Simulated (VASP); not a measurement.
Ti:

```
Ti
1.0
     2.95000    0.00000    0.00000
    -1.47500    2.55477    0.00000
     0.00000    0.00000    4.68000
Ti
2
Direct
  0.33333 0.66667 0.25000
  0.66667 0.33333 0.75000
```

- Program: VASP 6.6.1
- Task: relaxation of volume and atoms at fixed shape
- Functional: LDA
- Potentials or basis: VASP PAW LDA potentials, release 64 (Ti_sv)
- Cutoff: 600 eV
- k mesh: 9 × 9 × 5
- Occupations: fermi-dirac, width 0.05 eV
- Spin: no spin polarisation

At the start: pressure -10.0 GPa; volume 17.64 Å³/atom.

Question: How do energy, volume and symmetry change on relaxing?

Answer: Over 3 steps the energy falls by 52.3 meV/atom and the volume is 16.08 Å³/atom (-8.8 %); space group P6_3/mmc (No. 194, to 0.1 Å) before and after.

Step by step:
```tsv
step	energy change (eV)	largest force (eV/Å)	pressure (GPa)	volume (Å³)
1	0.0000	0.0000	-9.96	35.27
2	-0.0399	0.0000	9.99	29.96
3	-0.1046	0.0000	-0.09	32.16
```

Final structure:
```
CELL_PARAMETERS angstrom
2.86072 0.00000 0.00000
-1.43036 2.47746 0.00000
0.00000 0.00000 4.53836
ATOMIC_POSITIONS crystal
Ti 0.33333 0.66667 0.25000
Ti 0.66667 0.33333 0.75000
```
